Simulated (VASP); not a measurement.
# PbS (I4/mmm) in VASP: a series of runs, part 2 of 2

VASP 6.6.1. The steps go on from the part before.

**5. Single point, PBE+D3(BJ) (strain +0.050 along x and y, -0.050 along z)**

File INCAR:

```
SYSTEM = PbS
PREC = Accurate ; ENCUT = 520
EDIFF = 1E-7 ; ISMEAR = 0
SIGMA = 0.03 ; LREAL = .False.
LASPH = .True. ; NELM = 60
ALGO = Normal ; ISIF = 2
LWAVE = .False. ; LCHARG = .False.
GGA = PE ; IVDW = 12
NBANDS = 17
```

File KPOINTS:

```
regular mesh
0
Gamma
  10 10 10
  0 0 0
```

File POSCAR:

```
PbS
1.0
    0.0000000000      3.1132500000      2.8167500000
    3.1132500000      0.0000000000      2.8167500000
    3.1132500000      3.1132500000      0.0000000000
Pb S
1 1
Direct
    0.0000000000      0.0000000000      0.0000000000
    0.5000000000      0.5000000000      0.5000000000
```

Potentials or basis: VASP PAW PBE potentials, release 64 (Pb_d, S).

Run with:

```sh
> cat potpaw_PBE.64/Pb_d/POTCAR potpaw_PBE.64/S/POTCAR > POTCAR
> mpirun -np 1 vasp_std > vasp.out
```

OUTCAR:

```text
SYSTEM = PbS
   PREC = Accurate
   ENCUT = 520
   EDIFF = 1E-7
   ISMEAR = 0
   LREAL = .False.
   LASPH = .True.
   NELM = 60
   ISIF = 2
   GGA = PE
   IVDW = 12
 IVDW          = 12

 ion  position               nearest neighbor table
   1  0.000  0.000  0.000-   2 2.82   2 2.82   2 3.11   2 3.11   2 3.11   2 3.11
   2  0.500  0.500  0.500-   1 2.82   1 2.82   1 3.11   1 3.11   1 3.11   1 3.11

  LATTYP: Found a body centered tetragonal cell.
 ALAT       =     4.4028003731
 C/A-ratio  =     1.2795265564

  Lattice vectors:

 A1 = (   0.0000000000,  -3.1132500000,  -2.8167500000)
 A2 = (   0.0000000000,   3.1132500000,  -2.8167500000)
 A3 = (   3.1132500000,   0.0000000000,   2.8167500000)

Analysis of symmetry for initial positions (statically):
=====================================================================
 Subroutine PRICEL returns:
 Original cell was already a primitive cell.

 Routine SETGRP: Setting up the symmetry group for a
 body centered tetragonal supercell.

 Subroutine GETGRP returns: Found 16 space group operations
 (whereof 16 operations were pure point group operations)
 out of a pool of 16 trial point group operations.

The static configuration has the point symmetry D_4h.

Analysis of symmetry for dynamics (positions and initial velocities):
=====================================================================
 Subroutine PRICEL returns:
 Original cell was already a primitive cell.

 Routine SETGRP: Setting up the symmetry group for a
 body centered tetragonal supercell.

 Subroutine GETGRP returns: Found 16 space group operations
 (whereof 16 operations were pure point group operations)
 out of a pool of 16 trial point group operations.

The dynamic configuration has the point symmetry D_4h.

 Subroutine INISYM returns: Found 16 space group operations
 (whereof 16 operations are pure point group operations),
 and found     1 'primitive' translations

----------------------------------------------------------------------------------------

                                     Primitive cell

  volume of cell :      54.6017

  direct lattice vectors                    reciprocal lattice vectors
     0.000000000  3.113250000  2.816750000    -0.160603871  0.160603871  0.177509541
     3.113250000  0.000000000  2.816750000     0.160603871 -0.160603871  0.177509541
     3.113250000  3.113250000  0.000000000     0.160603871  0.160603871 -0.177509541

  length of vectors
     4.198381370  4.198381370  4.402800373     0.288265231  0.288265231  0.288265231

  position of ions in fractional coordinates (direct lattice)
     0.000000000  0.000000000  0.000000000
     0.500000000  0.500000000  0.500000000

  ion indices of the primitive-cell ions
   primitive index   ion index
                 1           1
                 2           2

----------------------------------------------------------------------------------------

 KPOINTS: regular mesh

Automatic generation of k-mesh.
 Grid dimensions read from file:
 generate k-points for:   10   10   10

 Generating k-lattice:

  Cartesian coordinates                     Fractional coordinates (reciprocal lattice)
    -0.016060387  0.016060387  0.017750954     0.100000000  0.000000000  0.000000000
     0.016060387 -0.016060387  0.017750954     0.000000000  0.100000000  0.000000000
     0.016060387  0.016060387 -0.017750954    -0.000000000 -0.000000000  0.100000000

  Length of vectors
     0.028826523  0.028826523  0.028826523

  Shift w.r.t. Gamma in fractional coordinates (k-lattice)
     0.000000000  0.000000000  0.000000000

 Subroutine IBZKPT returns following result:
 ===========================================

 Found    102 irreducible k-points:

 Following reciprocal coordinates:
            Coordinates               Weight
  0.000000  0.000000  0.000000      1.000000
  0.100000 -0.000000  0.000000      8.000000
  0.200000 -0.000000  0.000000      8.000000
  0.300000 -0.000000  0.000000      8.000000
  0.400000  0.000000  0.000000      8.000000
  0.500000 -0.000000  0.000000      4.000000
[... 16 lines left out ...]
  0.300000  0.300000  0.000000      2.000000
  0.400000  0.300000  0.000000      8.000000
 [... further k-points ...]
   k-points           NKPTS =    102   k-points in BZ     NKDIM =    102   number of bands    NBANDS=     17
   number of dos      NEDOS =    301   number of ions     NIONS =      2
   total plane-waves  NPLWV =  36864
   dimension x,y,z NGX =    32 NGY =   32 NGZ =   36
   dimension x,y,z NGXF=    64 NGYF=   64 NGZF=   72
   ions per type =               1   1
   NGX,Y,Z   is equivalent  to a cutoff of  12.67, 12.67, 13.59 a.u.
   NGXF,Y,Z  is equivalent  to a cutoff of  25.34, 25.34, 27.19 a.u.
 SYSTEM =  PbS
   PREC   = accura    normal or accurate (medium, high low for compatibility)
   ISTART =      0    job   : 0-new  1-cont  2-samecut
   ICHARG =      2    charge: 1-file 2-atom 10-const
   ISPIN  =      1    spin polarized calculation?
   LNONCOLLINEAR =      F non collinear calculations
   LSORBIT =      F    spin-orbit coupling
   LASPH  =      T    aspherical Exc in radial PAW
   ENCUT  =  520.0 eV  38.22 Ry    6.18 a.u.   7.81  7.81  8.19*2*pi/ulx,y,z
   NELM   =     60;   NELMIN=  2; NELMDL= -5     # of ELM steps
   EDIFF  = 0.1E-06   stopping-criterion for ELM
   LREAL  =      F    real-space projection
   EDIFFG = 0.1E-05   stopping-criterion for IOM
   NSW    =      0    number of steps for IOM
   IBRION =     -1    ionic relax: 0-MD 1-quasi-New 2-CG
   NFREE  =      0    steps in history (QN), initial steepest desc. (CG)
   ISIF   =      2    stress and relaxation
   ISYM   =      2    0-nonsym 1-usesym 2-fastsym
   POTIM  = 0.5000    time-step for ionic-motion
   TEBEG  =    0.0;   TEEND  =   0.0 temperature during run
   PSTRESS=    0.0 pullay stress
   NELECT =      20.0000    total number of electrons
   NUPDOWN=      -1.0000    fix difference up-down
   EMIN   =  10.00;   EMAX   =-10.00  energy-range for DOS
   EFERMI =   0.00;   METHOD = LEGACY
   ISMEAR =     0;   SIGMA  =   0.03  broadening in eV -4-tet -1-fermi 0-gaus
   EFERMI_NEDOS =   21; number of points for ismear=-14 and -15
   IALGO  =     38    algorithm
   IMIX   =      4    mixing-type and parameters
     AMIX     =   0.40;   BMIX     =  1.00
     AMIX_MAG =   1.60;   BMIX_MAG =  1.00
  volume/ion in A,a.u.               =      27.30       184.24
  Fermi-wavevector in a.u.,A,eV,Ry     =   1.171339  2.213510 18.667681  1.372036
  Thomas-Fermi vector in A             =   2.307785
   LORBIT       =      0    0 simple, 1 ext, 2 COOP (PROOUT), +10 PAW based schemes
   GGA     = PE    functional components
   LHFCALC =     F    Hartree Fock is set to
   AEXX    =    0.0000 exact exchange contribution
   IVDW    =    12    specifies the selected vdW correction
   LEPSILON=     F    determine dielectric tensor
   LRPA    =     F    only Hartree local field effects (RPA)
 non-spin polarized calculation
 Gauss-broadening in eV      SIGMA  =   0.03
  energy-cutoff  :      520.00
  volume of cell :       54.60
 maximum number of plane-waves:      1492
   NGX = 15   NGY = 15   NGZ = 17

 number of electron      20.0000004 magnetization

 Free energy of the ion-electron system (eV)
  ---------------------------------------------------
  ext. energy  EPLUGINS =         0.00000000
  ---------------------------------------------------
  free energy    TOTEN  =        -8.63286502 eV

  energy without entropy =       -8.63286502  energy(sigma->0) =       -8.63286502

 E-fermi :   5.5448     XC(G=0):  -9.4537

 val. band max:        5.4117391927   @ k =   0.5000  -0.0000   0.0000
 cond. band min:       5.6691809627   @ k =   0.5000  -0.0000   0.0000
 fundamental gap:      0.2574417700
 Fermi energy:         5.5448435701

 k-point     1 :       0.0000    0.0000    0.0000
  band No.  band energies     occupation
      1     -11.5324      2.00000
      2     -11.5304      2.00000
      3     -11.4977      2.00000
      4     -11.4977      2.00000
      5     -11.4817      2.00000
      6      -7.9941      2.00000
[... 9 lines left out ...]
     16      12.5265      0.00000
     17      13.1659      0.00000
[... 441 lines left out ...]
 k-point    24 :       0.4000    0.3000    0.0000
  band No.  band energies     occupation
      1     -11.5702      2.00000
      2     -11.5517      2.00000
      3     -11.5078      2.00000
      4     -11.4524      2.00000
      5     -11.4504      2.00000
      6      -6.6640      2.00000
[... 9 lines left out ...]
     16      15.6431      0.00000
     17      17.0883      0.00000

 [... further k-points ...]

------------------------ aborting loop because EDIFF is reached ----------------------------------------

 Edisp (eV)   -0.66299

 E8    (eV) :    -0.2989

  FORCE on cell =-STRESS in cart. coord.  units (eV):
  Direction    XX          YY          ZZ          XY          YZ          ZX
  --------------------------------------------------------------------------------------
  -------------------------------------------------------------------------------------
  Total      -1.74171    -1.74171     2.63035     0.00000    -0.00000     0.00000
  in kB     -51.10692   -51.10692    77.18225     0.00000    -0.00000     0.00000
  external pressure =       -8.34 kB  Pullay stress =        0.00 kB

 VOLUME and BASIS-vectors are now :
 -----------------------------------------------------------------------------
  energy-cutoff  :      520.00
  volume of cell :       54.60
      direct lattice vectors                 reciprocal lattice vectors
     0.000000000  3.113250000  2.816750000    -0.160603871  0.160603871  0.177509541
     3.113250000  0.000000000  2.816750000     0.160603871 -0.160603871  0.177509541
     3.113250000  3.113250000  0.000000000     0.160603871  0.160603871 -0.177509541

 POSITION                                       TOTAL-FORCE (eV/Angst)
 -----------------------------------------------------------------------------------
      0.00000      0.00000      0.00000         0.000000     -0.000000      0.000000
      3.11325      3.11325      2.81675        -0.000000      0.000000     -0.000000
 -----------------------------------------------------------------------------------
    total drift:                                0.000000     -0.000000     -0.000000

  FREE ENERGIE OF THE ION-ELECTRON SYSTEM (eV)
  ---------------------------------------------------
  free  energy   TOTEN  =        -9.2958524910 eV

  energy  without entropy=       -9.2958524910  energy(sigma->0) =       -9.29585249
```

It took 30 s on 1 thread of Intel Xeon 6975P-C (Granite Rapids), shared host; peak memory 0.25 GiB.

Results:

```yaml
Free_energy: -9.2959 eV
Pressure: -0.8 GPa
Band_gap_on_the_k_mesh: 0.26 eV, direct
Dispersion_energy_per_atom: -0.331 eV
```

Levels at points of the mesh, in eV from the valence-band top:
```tsv
k point	band 7	band 8	band 9	band 10	band 11	band 12	band 13	band 14
(0.00, 0.00, 0.00)	-6.20	-2.73	-1.87	-1.87	4.24	4.24	6.53	6.53
(0.50, 0.00, 0.00)	-8.83	-1.86	-1.75	0.00	0.26	1.59	2.31	8.38
(0.50, 0.50, 0.00)	-7.50	-5.14	-3.47	-3.47	3.63	5.02	5.02	6.04
(0.50, 0.00, 0.50)	-7.09	-4.95	-3.78	-2.77	4.07	4.52	4.90	6.67
```

Caveat: the cell differs from its parent crystal (strain +0.050 along x and y, -0.050 along z); spin-orbit coupling is left out, which moves the levels of the heavy elements. A k mesh can miss the band edges.

**6. Single point, PBE+D3(BJ) (strain +0.050 along x and y, -0.025 along z)**

File INCAR:

```
SYSTEM = PbS
ALGO = Normal
EDIFF = 1E-7
ENCUT = 520
GGA = PE
ISIF = 2
ISMEAR = 0
IVDW = 12
LASPH = .True.
LCHARG = .True.
LELF = .True.
LREAL = .False.
LVHAR = .True.
LWAVE = .False.
NBANDS = 17
NELM = 80
PREC = Accurate
SIGMA = 0.03
```

File KPOINTS:

```
k-points
0
Gamma
  10 10 10
  0 0 0
```

File POSCAR:

```
PbS
1.0
    0.0000000000      3.1132500000      2.8908750000
    3.1132500000      0.0000000000      2.8908750000
    3.1132500000      3.1132500000      0.0000000000
Pb S
1 1
Direct
    0.0000000000      0.0000000000      0.0000000000
    0.5000000000      0.5000000000      0.5000000000
```

Potentials or basis: VASP PAW PBE potentials, release 64 (Pb_d, S).

Run with:

```sh
> cat potpaw_PBE.64/Pb_d/POTCAR potpaw_PBE.64/S/POTCAR > POTCAR
> mpirun -np 1 vasp_std > vasp.out
```

Wall time 31 s (1 thread of Intel Xeon 6975P-C (Granite Rapids), shared host); peak memory 0.25 GiB.

The run converged. Its results:

| Quantity | Value |
| --- | --- |
| Free energy | -9.3417 eV |
| Pressure | -2.6 GPa |
| Band gap on the k mesh | 0.47 eV, direct |
| Dispersion energy per atom | -0.323 eV |

Stress tensor (GPa, compression positive):
```
-5.28  0.00  0.00
 0.00 -5.28  0.00
 0.00  0.00  2.64
```

Levels at points of the mesh, in eV from the valence-band top:
```tsv
k point	band 6	band 7	band 8	band 9	band 10	band 11	band 12	band 13	band 14	band 15
(0.00, 0.00, 0.00)	-13.05	-6.16	-2.30	-1.69	-1.69	4.46	4.46	6.10	6.74	6.74
(0.50, 0.00, 0.00)	-11.98	-8.54	-1.60	-1.51	0.00	0.47	1.85	2.33	8.50	9.85
(0.50, 0.50, 0.00)	-11.44	-7.31	-4.76	-3.14	-3.14	3.93	5.12	5.12	5.87	11.04
(0.50, 0.00, 0.50)	-11.76	-7.02	-4.62	-3.37	-2.64	4.24	4.77	5.03	6.31	10.52
```

Caveat: the cell differs from its parent crystal (strain +0.050 along x and y, -0.025 along z); spin-orbit coupling is left out, which moves the levels of the heavy elements.

**7. Single point, PBE+D3(BJ) (strain +0.050 along x and y, +0.000 along z)**

File INCAR:

```
  PREC = Accurate
  ENCUT = 520
  EDIFF = 1E-7
  ISMEAR = 0
  SIGMA = 0.03
  LREAL = False
  LASPH = True
  NELM = 80
  ALGO = Normal
  ISIF = 2
  LWAVE = False
  LCHARG = False
  GGA = PE
  IVDW = 12
  NBANDS = 17
```

File KPOINTS:

```
regular mesh
0
Gamma
  10 10 10
```

File POSCAR:

```
PbS
1.0
    0.0000000000      3.1132500000      2.9650000000
    3.1132500000      0.0000000000      2.9650000000
    3.1132500000      3.1132500000      0.0000000000
Pb S
1 1
Direct
    0.0000000000      0.0000000000      0.0000000000
    0.5000000000      0.5000000000      0.5000000000
```

Run with:

```sh
> cat potpaw_PBE.64/Pb_d/POTCAR potpaw_PBE.64/S/POTCAR > POTCAR
> mpirun -np 1 vasp_std > vasp.out
```

It took 31 s on 1 thread of Intel Xeon 6975P-C (Granite Rapids), shared host; peak memory 0.25 GiB.

It converged, with:

| Item | Value |
| --- | --- |
| Free energy | -9.3498 eV |
| Pressure | -3.5 GPa |
| Band gap on the k mesh | 0.62 eV, direct |
| Dispersion energy per atom | -0.317 eV |

Stress tensor (GPa, compression positive):
```
-4.93  0.00  0.00
 0.00 -4.93  0.00
 0.00  0.00 -0.62
```

Levels at points of the mesh, in eV from the valence-band top:
| k point | band 6 | band 7 | band 8 | band 9 | band 10 | band 11 | band 12 | band 13 | band 14 | band 15 |
| --- | --- | --- | --- | --- | --- | --- | --- | --- | --- | --- |
| (0.00, 0.00, 0.00) | -12.75 | -6.15 | -1.95 | -1.56 | -1.56 | 4.64 | 4.64 | 5.67 | 6.91 | 6.91 |
| (0.50, 0.00, 0.00) | -11.73 | -8.32 | -1.39 | -1.33 | 0.00 | 0.62 | 2.05 | 2.34 | 8.56 | 10.08 |
| (0.50, 0.50, 0.00) | -11.31 | -7.16 | -4.44 | -2.86 | -2.86 | 4.18 | 5.19 | 5.19 | 5.66 | 11.10 |
| (0.50, 0.00, 0.50) | -11.51 | -6.97 | -4.34 | -3.02 | -2.54 | 4.37 | 4.97 | 5.11 | 5.95 | 10.80 |

Caveat: the cell differs from its parent crystal (strain +0.050 along x and y, +0.000 along z); spin-orbit coupling is left out, which moves the levels of the heavy elements. A k mesh can miss the band edges.

**8. The runs side by side**

| cell | gap on the mesh (eV) | pressure (GPa) |
| --- | --- | --- |
| a = 4.248, b = 4.248, c = 4.088 Å, angles 61.2, 61.2, 57.5°, 2 atoms | 0.22 | 1.0 |
| a = 4.144, b = 4.144, c = 4.298 Å, angles 58.8, 58.8, 62.5°, 2 atoms | 0.19 | 1.1 |
| a = 4.194, b = 4.194, c = 4.298 Å, angles 59.2, 59.2, 61.6°, 2 atoms | 0.38 | -0.9 |
| a = 4.198, b = 4.198, c = 4.403 Å, angles 58.4, 58.4, 63.2°, 2 atoms | 0.26 | -0.8 |
| a = 4.248, b = 4.248, c = 4.403 Å, angles 58.8, 58.8, 62.4°, 2 atoms | 0.47 | -2.6 |
| a = 4.299, b = 4.299, c = 4.403 Å, angles 59.2, 59.2, 61.6°, 2 atoms | 0.62 | -3.5 |

Alike in all rows: task single point; level PBE+D3(BJ); potentials or basis VASP PAW PBE potentials, release 64 (Pb_d, S); no spin polarisation; k mesh 10 × 10 × 10; cutoff (eV) 520; smearing gaussian 0.03 eV.

Caveats: spin-orbit coupling is left out, which moves the levels of the heavy elements.

Absolute energies hang on the potentials; compare differences alone.
